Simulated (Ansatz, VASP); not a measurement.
One calculation of CdO, two programs

```
Cd O
1.0
     0.00000    2.34815    2.34815
     2.34815    0.00000    2.34815
     2.34815    2.34815    0.00000
Cd O
1 1
Cartesian
  0.0000 0.0000 0.0000
  2.3482 2.3482 2.3482
```

Alike in both runs: task single point; functional PBE0; k mesh 6 × 6 × 6; occupations gaussian, width 0.05 eV; no spin polarisation.

|  | VASP | Ansatz |
| --- | --- | --- |
| version | VASP 6.6.1 | Ansatz 0.2.0 |
| potentials or method | VASP PAW PBE potentials, release 64 (Cd, O), cutoff 520 eV | scalar-relativistic, plane waves, PAW |
| valence electrons in the cell | 18 | 26 |

|  | VASP | Ansatz | Ansatz less VASP |
| --- | --- | --- | --- |
| gap on the k mesh at the Fermi level (eV) | 1.59 | 1.59 | +0.001 |
| least direct gap on the mesh (eV) | 2.94 | 2.97 | +0.033 |
| pressure (GPa) | 2.3 | 0.8 | -1.55 |

With one functional, cell and mesh, what is left measures potentials, basis and numerics. VASP's potentials hold 18 valence electrons a cell and Ansatz's 26, so a difference there can come from the potentials and not from the codes. Ansatz's warnings: stress exchange threshold loose, stress scf threshold loose.
